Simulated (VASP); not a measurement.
# Ga (P-1) in VASP: single point with PBEsol

Aim: the single point of Ga with PBEsol.

Program: VASP 6.6.1. These are calculated values, not measurements. Logs are shortened: lines on timing, memory, paths and dates and some standing lists are left out, and cuts for length are marked.

## (1) The cell of the first run

The typed cell holds 4 atoms: a = 4.380 Å, b = 4.497 Å, c = 4.518 Å, α = 87.66°, β = 90.62°, γ = 118.93°.

## (2) Single point, PBEsol (equal xy, yz and zx shear strains of +3 %)

File INCAR:

```
SYSTEM = Ga
PREC     = Accurate       ! precision mode
ENCUT    = 520            ! plane-wave cutoff, eV
EDIFF    = 1E-6           ! SCF threshold, eV
ISMEAR   = -1             ! smearing method
SIGMA    = 0.05           ! smearing width, eV
LREAL    = .FALSE.        ! projectors in reciprocal space
LASPH    = .TRUE.         ! aspherical terms in the spheres
NELM     = 80             ! most SCF steps
ALGO     = Normal         ! electronic algorithm
ISIF     = 2              ! what is computed and relaxed
LWAVE    = .FALSE.        ! write WAVECAR
LCHARG   = .FALSE.        ! write CHGCAR
GGA      = PS             ! functional
NBANDS   = 34             ! bands
```

File KPOINTS:

```
Automatic mesh
0
G
  9 9 8
  0 0 0
```

File POSCAR:

```
Ga
1.0
    2.1980140000     -3.7885697500     -0.0235057500
    2.3126860000      3.8562302500      0.0911662500
    0.0677505000      0.0677505000      4.5167000000
Ga
4
Direct
    0.1525000000      0.8475000000      0.0785000000
    0.6525000000      0.3475000000      0.4215000000
    0.8475000000      0.1525000000      0.9215000000
    0.3475000000      0.6525000000      0.5785000000
```

Potentials or basis: VASP PAW PBE potentials, release 64 (Ga_d).

On the command line:

```
cat potpaw_PBE.64/Ga_d/POTCAR > POTCAR
mpirun -np 1 vasp_std > vasp.out
```

OUTCAR:

```text
SYSTEM = Ga
   PREC = Accurate
   ENCUT = 520
   EDIFF = 1E-6
   ISMEAR = -1
   LREAL = .FALSE.
   LASPH = .TRUE.
   NELM = 80
   ISIF = 2
   GGA = PS

 ion  position               nearest neighbor table
   1  0.153  0.847  0.078-   3 2.42   4 2.67   2 2.70   4 2.74   3 2.75   2 2.78   3 2.86
   2  0.653  0.347  0.422-   4 2.46   3 2.67   1 2.70   3 2.74   4 2.76   1 2.78   4 2.80
   3  0.847  0.153  0.922-   1 2.42   2 2.67   4 2.70   2 2.74   1 2.75   4 2.78   1 2.86
   4  0.347  0.653  0.578-   2 2.46   1 2.67   3 2.70   1 2.74   2 2.76   3 2.78   2 2.80

  LATTYP: Found a triclinic cell.
 ALAT       =     7.6465198865
 B/A-ratio  =     0.5728197343
 C/A-ratio  =     0.5908199037
 COS(alpha) =     0.0108110948
 COS(beta)  =     0.0302114049
 COS(gamma) =     0.8573152715

  Lattice vectors:

 A1 = (   0.1146720000,   7.6448000000,   0.1146720000)
 A2 = (  -2.1980140000,   3.7885697500,   0.0235057500)
 A3 = (   0.0677505000,   0.0677505000,   4.5167000000)

Analysis of symmetry for initial positions (statically):
=====================================================================
 Subroutine PRICEL returns:
 Original cell was already a primitive cell.

 Routine SETGRP: Setting up the symmetry group for a
 triclinic supercell.

 Subroutine GETGRP returns: Found  2 space group operations
 (whereof  2 operations were pure point group operations)
 out of a pool of  2 trial point group operations.

The static configuration has the point symmetry S_2 .

Analysis of symmetry for dynamics (positions and initial velocities):
=====================================================================
 Subroutine PRICEL returns:
 Original cell was already a primitive cell.

 Routine SETGRP: Setting up the symmetry group for a
 triclinic supercell.

 Subroutine GETGRP returns: Found  2 space group operations
 (whereof  2 operations were pure point group operations)
 out of a pool of  2 trial point group operations.

The dynamic configuration has the point symmetry S_2 .

 Subroutine INISYM returns: Found  2 space group operations
 (whereof  2 operations are pure point group operations),
 and found     1 'primitive' translations

----------------------------------------------------------------------------------------

                                     Primitive cell

  volume of cell :      77.8235

  direct lattice vectors                    reciprocal lattice vectors
     2.198014000 -3.788569750 -0.023505750     0.223727391 -0.134143624 -0.001343757
     2.312686000  3.856230250  0.091166250     0.219859434  0.127588154 -0.005211714
     0.067750500  0.067750500  4.516700000    -0.003273381 -0.003273381  0.221498781

  length of vectors
     4.380077490  4.497481469  4.517716143     0.260864454  0.254251981  0.221547151

  position of ions in fractional coordinates (direct lattice)
     0.152500000  0.847500000  0.078500000
     0.652500000  0.347500000  0.421500000
     0.847500000  0.152500000  0.921500000
     0.347500000  0.652500000  0.578500000

  ion indices of the primitive-cell ions
   primitive index   ion index
                 1           1
                 2           2
                 3           3
                 4           4

----------------------------------------------------------------------------------------

 KPOINTS: Automatic mesh

Automatic generation of k-mesh.
 Grid dimensions read from file:
 generate k-points for:    9    9    8

 Generating k-lattice:

  Cartesian coordinates                     Fractional coordinates (reciprocal lattice)
     0.024858599 -0.014904847 -0.000149306     0.111111111  0.000000000  0.000000000
     0.024428826  0.014176462 -0.000579079    -0.000000000  0.111111111  0.000000000
    -0.000409173 -0.000409173  0.027687348    -0.000000000  0.000000000  0.125000000

  Length of vectors
     0.028984939  0.028250220  0.027693394

  Shift w.r.t. Gamma in fractional coordinates (k-lattice)
     0.000000000  0.000000000  0.000000000

 Subroutine IBZKPT returns following result:
 ===========================================

 Found    325 irreducible k-points:

 Following reciprocal coordinates:
            Coordinates               Weight
  0.000000  0.000000  0.000000      1.000000
  0.111111 -0.000000  0.000000      2.000000
  0.222222 -0.000000  0.000000      2.000000
  0.333333 -0.000000  0.000000      2.000000
  0.444444 -0.000000  0.000000      2.000000
 -0.000000  0.111111  0.000000      2.000000
[... 16 lines left out ...]
 -0.111111  0.222222  0.000000      2.000000
 -0.000000  0.333333  0.000000      2.000000
 [... further k-points ...]
   k-points           NKPTS =    325   k-points in BZ     NKDIM =    325   number of bands    NBANDS=     34
   number of dos      NEDOS =    301   number of ions     NIONS =      4
   total plane-waves  NPLWV =  46656
   dimension x,y,z NGX =    36 NGY =   36 NGZ =   36
   dimension x,y,z NGXF=    72 NGYF=   72 NGZF=   72
   ions per type =               4
   NGX,Y,Z   is equivalent  to a cutoff of  13.66, 13.31, 13.25 a.u.
   NGXF,Y,Z  is equivalent  to a cutoff of  27.33, 26.61, 26.50 a.u.
 SYSTEM =  Ga
   PREC   = accura    normal or accurate (medium, high low for compatibility)
   ISTART =      0    job   : 0-new  1-cont  2-samecut
   ICHARG =      2    charge: 1-file 2-atom 10-const
   ISPIN  =      1    spin polarized calculation?
   LNONCOLLINEAR =      F non collinear calculations
   LSORBIT =      F    spin-orbit coupling
   LASPH  =      T    aspherical Exc in radial PAW
   ENCUT  =  520.0 eV  38.22 Ry    6.18 a.u.   8.14  8.36  8.40*2*pi/ulx,y,z
   NELM   =     80;   NELMIN=  2; NELMDL= -5     # of ELM steps
   EDIFF  = 0.1E-05   stopping-criterion for ELM
   LREAL  =      F    real-space projection
   EDIFFG = 0.1E-04   stopping-criterion for IOM
   NSW    =      0    number of steps for IOM
   IBRION =     -1    ionic relax: 0-MD 1-quasi-New 2-CG
   NFREE  =      0    steps in history (QN), initial steepest desc. (CG)
   ISIF   =      2    stress and relaxation
   ISYM   =      2    0-nonsym 1-usesym 2-fastsym
   POTIM  = 0.5000    time-step for ionic-motion
   TEBEG  =    0.0;   TEEND  =   0.0 temperature during run
   PSTRESS=    0.0 pullay stress
   NELECT =      52.0000    total number of electrons
   NUPDOWN=      -1.0000    fix difference up-down
   EMIN   =  10.00;   EMAX   =-10.00  energy-range for DOS
   EFERMI =   0.00;   METHOD = LEGACY
   ISMEAR =    -1;   SIGMA  =   0.05  broadening in eV -4-tet -1-fermi 0-gaus
   EFERMI_NEDOS =   21; number of points for ismear=-14 and -15
   IALGO  =     38    algorithm
   IMIX   =      4    mixing-type and parameters
     AMIX     =   0.40;   BMIX     =  1.00
     AMIX_MAG =   1.60;   BMIX_MAG =  1.00
  volume/ion in A,a.u.               =      19.46       131.29
  Fermi-wavevector in a.u.,A,eV,Ry     =   1.431217  2.704609 27.869946  2.048383
  Thomas-Fermi vector in A             =   2.550978
   LORBIT       =      0    0 simple, 1 ext, 2 COOP (PROOUT), +10 PAW based schemes
   GGA     = PS    functional components
   LHFCALC =     F    Hartree Fock is set to
   AEXX    =    0.0000 exact exchange contribution
   IVDW    =     0    specifies the selected vdW correction
   LEPSILON=     F    determine dielectric tensor
   LRPA    =     F    only Hartree local field effects (RPA)
 non-spin polarized calculation
  energy-cutoff  :      520.00
  volume of cell :       77.82
 maximum number of plane-waves:      2116
 NGX is ok and might be reduce to    36
   NGX = 17   NGY = 17   NGZ = 17

 number of electron      52.0000000 magnetization

 Free energy of the ion-electron system (eV)
  ---------------------------------------------------
  ext. energy  EPLUGINS =         0.00000000
  ---------------------------------------------------
  free energy    TOTEN  =       -13.34770249 eV

  energy without entropy =      -13.34029550  energy(sigma->0) =      -13.34399900

 E-fermi :   4.9385     XC(G=0): -10.8411

 val. band max:        4.9366692463   @ k =   0.4444   0.4444   0.1250
 cond. band min:       4.9412354576   @ k =  -0.2222   0.1111   0.2500
 fundamental gap:      0.0045662113
 Fermi energy:         4.9385361753

 k-point     1 :       0.0000    0.0000    0.0000
  band No.  band energies     occupation
      1     -10.1682      2.00000
      2     -10.1652      2.00000
      3     -10.1563      2.00000
      4     -10.1280      2.00000
      5     -10.0780      2.00000
      6     -10.0453      2.00000
[... 26 lines left out ...]
     33      11.6423      0.00000
     34      12.2826      0.00000

 k-point     2 :       0.1111   -0.0000    0.0000
  band No.  band energies     occupation
      1     -10.1748      2.00000
      2     -10.1592      2.00000
      3     -10.1542      2.00000
      4     -10.1321      2.00000
      5     -10.0710      2.00000
      6     -10.0440      2.00000
[... 26 lines left out ...]
     33      11.7055      0.00000
     34      12.0987      0.00000

 k-point     3 :       0.2222   -0.0000    0.0000
  band No.  band energies     occupation
      1     -10.1806      2.00000
      2     -10.1541      2.00000
      3     -10.1478      2.00000
      4     -10.1385      2.00000
      5     -10.0617      2.00000
      6     -10.0353      2.00000
[... 26 lines left out ...]
     33      11.0372      0.00000
     34      11.6976      0.00000

 k-point     4 :       0.3333   -0.0000    0.0000
  band No.  band energies     occupation
      1     -10.1837      2.00000
      2     -10.1552      2.00000
      3     -10.1454      2.00000
      4     -10.1217      2.00000
      5     -10.0697      2.00000
      6     -10.0591      2.00000
[... 26 lines left out ...]
     33      10.7319      0.00000
     34      12.1169      0.00000

 k-point     5 :       0.4444   -0.0000    0.0000
  band No.  band energies     occupation
      1     -10.1856      2.00000
      2     -10.1605      2.00000
      3     -10.1261      2.00000
      4     -10.1044      2.00000
      5     -10.0885      2.00000
      6     -10.0794      2.00000
[... 621 lines left out ...]
 k-point    22 :      -0.2222    0.2222    0.0000
  band No.  band energies     occupation
      1     -10.2013      2.00000
      2     -10.1754      2.00000
      3     -10.1360      2.00000
      4     -10.1269      2.00000
      5     -10.0867      2.00000
      6     -10.0597      2.00000
[... 26 lines left out ...]
     33      10.3420      0.00000
     34      10.9326      0.00000

 k-point    23 :      -0.1111    0.2222    0.0000
  band No.  band energies     occupation
      1     -10.1815      2.00000
      2     -10.1685      2.00000
      3     -10.1461      2.00000
      4     -10.1388      2.00000
      5     -10.0760      2.00000
      6     -10.0486      2.00000
[... 26 lines left out ...]
     33      10.7655      0.00000
     34      12.2906      0.00000

 k-point    24 :      -0.0000    0.3333    0.0000
  band No.  band energies     occupation
      1     -10.1818      2.00000
      2     -10.1651      2.00000
      3     -10.1476      2.00000
      4     -10.1186      2.00000
      5     -10.0738      2.00000
      6     -10.0537      2.00000
[... 26 lines left out ...]
     33      10.9195      0.00000
     34      12.1393      0.00000

 [... further k-points ...]
[... 5 lines left out ...]
  --------------------------------------------------------------------------------------
  -------------------------------------------------------------------------------------
  Total       -0.8647818      0.2509109     -0.9028092     -0.4276037     -0.7470525     -0.4853094
  in kB      -17.8035305      5.1655801    -18.5864119     -8.8032088    -15.3798009     -9.9912135
  external PRESSURE =     -10.4081208 kB  Pullay stress =       0.0000000 kB

 VOLUME and BASIS-vectors are now :
 -----------------------------------------------------------------------------
  energy-cutoff  :      520.00
  volume of cell :       77.82
      direct lattice vectors                 reciprocal lattice vectors
     2.198014000 -3.788569750 -0.023505750     0.223727391 -0.134143624 -0.001343757
     2.312686000  3.856230250  0.091166250     0.219859434  0.127588154 -0.005211714
     0.067750500  0.067750500  4.516700000    -0.003273381 -0.003273381  0.221498781

 POSITION                                       TOTAL-FORCE (eV/Angst)
 -----------------------------------------------------------------------------------
      2.30052      2.69572      0.42824         0.042305     -0.484834      0.075918
      2.26642     -1.10344      1.92013        -0.026015     -0.324816     -0.148995
      2.27793     -2.56031      4.15612        -0.042305      0.484834     -0.075918
      2.31203      1.23886      2.66423         0.026015      0.324816      0.148995
 -----------------------------------------------------------------------------------
    total drift:                                0.000000      0.000000     -0.000000

  FREE ENERGIE OF THE ION-ELECTRON SYSTEM (eV)
  ---------------------------------------------------
  free  energy   TOTEN  =       -13.3477024916 eV

  energy  without entropy=      -13.3402954996  energy(sigma->0) =      -13.34399900
```

Run time: 15 min. Hardware: 1 thread of Oxide Virtual Turin-like, shared host; peak memory 0.62 GiB.

Results:

* Free energy: -13.3477 eV
* Pressure: -1.0 GPa
* Largest force: 0.493 eV/Å
* Band gap on the k mesh: zero (bands 26 and 27 overlap by 1.32 eV)

Forces on the atoms (eV/Å):
```
Ga   0.042 -0.485  0.076
Ga  -0.026 -0.325 -0.149
Ga  -0.042  0.485 -0.076
Ga   0.026  0.325  0.149
```

Stress tensor (GPa, compression positive):
```
-1.78 -0.88 -1.00
-0.88  0.52 -1.54
-1.00 -1.54 -1.86
```

Caveat: the cell differs from its parent crystal (equal xy, yz and zx shear strains of +3 %); the PAW data sets were made with another functional, which shifts forces and pressure a little.
